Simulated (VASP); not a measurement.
HoS4, 5 atoms in the cell. Symmetry: P6/mmm, No. 191, hexagonal system. Conventional cell: a = 5.451 Å, b = 5.451 Å, c = 4.909 Å, α = 90.00°, β = 90.00°, γ = 120.00°. Within 3.2 Å of Ho (site symmetry 6/mmm) lie 2 S at 2.45 Å. Within 3.7 Å of S (site symmetry mmm) lie 6 S at 2.73 Å and 4 Ho at 3.67 Å. Within 3.2 Å of S (site symmetry 6/mmm) lie 2 Ho at 2.45 Å and 6 S at 2.73 Å. The cell was generated, and may not be a known phase.

* Program: VASP 6.6.1
* Task: relaxation of cell and atoms
* Functional: PBE
* Potentials or basis: VASP PAW PBE potentials, release 64 (Ho_3, S), 4f in core
* Cutoff: 500 eV
* k mesh: 12 × 12 × 8
* Occupations: gaussian, width 0.1 eV
* Spin: no spin polarisation
* Dipole correction: no
* Further INCAR settings: ALGO = Normal; EDIFF = 1e-07; IBRION = 2; EDIFFG = -0.01; NSW = 100; ISIF = 3

Potentials or basis: VASP PAW PBE potentials, release 64 (Ho_3, S), 4f in core.

Run with:

```console
$ cat potpaw_PBE.64/Ho_3/POTCAR potpaw_PBE.64/S/POTCAR > POTCAR
$ mpirun -np 1 vasp_std > vasp.out
```

Hardware: 1 thread of AMD EPYC 9R45 96-Core Processor (Zen 5), on a shared host.

How long does it take, and how much memory?

Run time: 3.6 min on 1 thread of AMD EPYC 9R45 96-Core Processor (Zen 5) (shared host), peak memory 0.36 GiB. Counts: scf iterations 30, k points 95, ion steps 3.
